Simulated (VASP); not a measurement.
Write the native input for VASP 6.6.1 that does the following.

```
Task                   : relaxation of cell and atoms
Functional             : LDA
Potentials or basis    : VASP PAW LDA potentials, release 64 (Ti_sv, Co)
Cutoff                 : 600 eV
k mesh                 : 10 × 10 × 10
Occupations            : gaussian, width 0.1 eV
Spin                   : no spin polarisation
Dipole correction      : no
Further INCAR settings : ALGO = Fast; EDIFF = 1e-06; IBRION = 2; EDIFFG = -0.005; NSW = 100; ISIF = 3
```

The structure of TiCo2 lies in POSCAR:

```
TiCo2
1.0
    0.0000000000      3.2442710342      3.2442710342
    3.2442710342      0.0000000000      3.2442710342
    3.2442710342      3.2442710342      0.0000000000
Ti Co
2 4
Direct
    0.5000000000      0.5000000000      0.5000000000
    0.7500000000      0.7500000000      0.7500000000
    0.1250000000      0.1250000000      0.1250000000
    0.6250000000      0.1250000000      0.1250000000
    0.1250000000      0.1250000000      0.6250000000
    0.1250000000      0.6250000000      0.1250000000
```

These files were run (other wordings do the same):

INCAR

```
SYSTEM = TiCo2
PREC = Accurate
ENCUT = 600
EDIFF = 1E-6
ISMEAR = 0
SIGMA = 0.1
LREAL = .False.
LASPH = .True.
NELM = 80
ALGO = Fast
ISIF = 3
LWAVE = .False.
LCHARG = .False.
IBRION = 2
NSW = 100
EDIFFG = -0.005
```

KPOINTS

```
regular mesh
0
Gamma
  10 10 10
  0 0 0
```

Potentials or basis: VASP PAW LDA potentials, release 64 (Ti_sv, Co).

The run is started by

```console
$ cat potpaw_LDA.64/Ti_sv/POTCAR potpaw_LDA.64/Co/POTCAR > POTCAR
$ mpirun -np 1 vasp_std > vasp.out
```

It gave:

```
Relaxed volume                        : 11.35 Å³/atom
Relaxed cell                          : a = 4.583 Å, b = 4.583 Å, c = 4.583 Å, α = 60.00°, β = 60.00°, γ = 60.00°
Space group after relaxing (to 0.1 Å) : Fd-3m (No. 227)
Energy gained by relaxing             : 0.1 meV/atom
Ionic steps                           : 3
Pressure after relaxing               : 0.1 GPa
Band gap on the k mesh                : zero (bands 30 and 31 overlap by 0.82 eV)
```

Caveat: the run has no spin polarisation, though such a crystal can be magnetic.

Run time: 5.4 min on 1 thread of Intel(R) Xeon(R) 6975P-C (Granite Rapids) (shared host), peak memory 0.28 GiB.
